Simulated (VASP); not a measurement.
The system is B.

```
B
1.0
     3.33335    0.00000    0.00000
    -1.66667    2.88676    0.00000
     0.00000    0.00000    2.04334
B
3
Direct
  0.00000 0.00000 0.00000
  0.33333 0.66667 0.50000
  0.66667 0.33333 0.50000
```

This isn't the form of B at room conditions, which is rhombohedral.

```yaml
Program: VASP 6.6.1
Task: relaxation of cell and atoms
Functional: PBE
Potentials_or_basis: VASP PAW PBE potentials, release 64 (B)
Cutoff: 600 eV
k_mesh: 11 × 11 × 15
Occupations: fermi-dirac, width 0.1 eV
Spin: no spin polarisation
```

At the start: pressure -13.0 GPa; volume 6.55 Å³/atom.

Where does the relaxation end?

Over 31 steps the energy falls by 603.8 meV/atom and the volume is 6.68 Å³/atom (+1.9 %); space group P6/mmm (No. 191, to 0.1 Å) before and after.

The path:
```csv
step,energy change (eV),largest force (eV/Å),pressure (GPa),volume (Å³)
1,0.0000,0.0000,-13.03,19.66
2,-0.0525,0.0000,3.57,18.18
3,-0.0550,0.0000,0.34,18.43
4,-0.0567,0.0000,0.35,18.43
5,-0.0601,0.0000,0.82,18.46
6,-0.0785,0.0000,2.70,18.49
7,-0.2506,0.0000,6.51,18.50
8,-0.8971,0.0000,14.39,18.29
9,-0.6953,0.0000,64.12,17.14
10,-1.5733,0.0000,26.30,17.93
11,-1.5220,0.0000,39.05,17.64
12,-1.5997,0.0000,33.01,17.77
13,-1.5998,0.0000,33.03,17.78
14,-1.6000,0.0000,33.08,17.78
15,-1.6002,0.0000,33.17,17.78
16,-1.6005,0.0000,33.15,17.78
17,-1.6013,0.0000,33.08,17.79
18,-1.6028,0.0000,32.94,17.80
19,-1.6059,0.0000,32.64,17.81
20,-1.6121,0.0000,32.06,17.84
21,-1.6241,0.0000,30.91,17.90
22,-1.6468,0.0000,28.66,18.03
23,-1.6875,0.0000,24.32,18.27
24,-1.7506,0.0000,16.26,18.78
25,-1.8091,0.0000,2.41,19.81
26,-1.8108,0.0000,0.03,20.02
27,-1.8108,0.0000,-0.49,20.06
28,-1.8110,0.0000,-0.45,20.07
29,-1.8112,0.0000,-0.37,20.08
30,-1.8112,0.0000,-0.26,20.07
31,-1.8113,0.0000,0.03,20.04
```

Final structure:
```yaml
crystal:
  lattice:
    - [2.86281, 0.00000, 0.00000]
    - [-1.43141, 2.47927, 0.00000]
    - [0.00000, 0.00000, 2.82411]
  atoms:
    - { symbol: B, position: [0.00000, 0.00000, 0.00000] }
    - { symbol: B, position: [0.33333, 0.66667, 0.50000] }
    - { symbol: B, position: [0.66667, 0.33333, 0.50000] }
```

Caveat: a cell axis changed by over 15 % at a fixed basis, so the end point is rough.
